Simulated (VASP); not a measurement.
# PbSe: single point with r2SCAN

The system is PbSe.

```xyz
2
Lattice="3.8585 0.0000 0.0000 0.0000 3.8585 0.0000 0.0000 0.0000 3.8585" Properties=species:S:1:pos:R:3 pbc="T T T"
Pb    0.0000    0.0000    0.0000
Se    1.9293    1.9293    1.9293
```

```json
{
  "Program": "VASP 6.6.1",
  "Task": "single point",
  "Functional": "r2SCAN",
  "Potentials or basis": "VASP PAW PBE potentials, release 64 (Pb_d, Se)",
  "Cutoff": "520 eV",
  "k mesh": "7 × 7 × 7",
  "Occupations": "fermi-dirac, width 0.05 eV",
  "Spin": "no spin polarisation",
  "Dipole correction": "no",
  "Further INCAR settings": "ALGO = Normal; EDIFF = 1e-06; NBANDS = 17"
}
```

```yaml
Pressure: -3.3 GPa
Band_gap_on_the_k_mesh: 0.18 eV, indirect (least direct gap 1.16 eV)
```

Levels at points of the mesh, in eV from the valence-band top:
| k point | band 8 | band 9 | band 10 | band 11 | band 12 | band 13 |
| --- | --- | --- | --- | --- | --- | --- |
| (0.00, 0.00, 0.00) | -1.37 | -1.37 | -1.37 | 5.75 | 5.75 | 6.02 |

Wall time 69 s on 1 thread of AMD EPYC 7R13 Processor (Zen 3), with other jobs on the host, peak memory 0.15 GiB.

Caveat: the PAW data sets were made with another functional, which shifts forces and pressure a little; spin-orbit coupling is left out, which moves the levels of the heavy elements. A k mesh can miss the band edges.
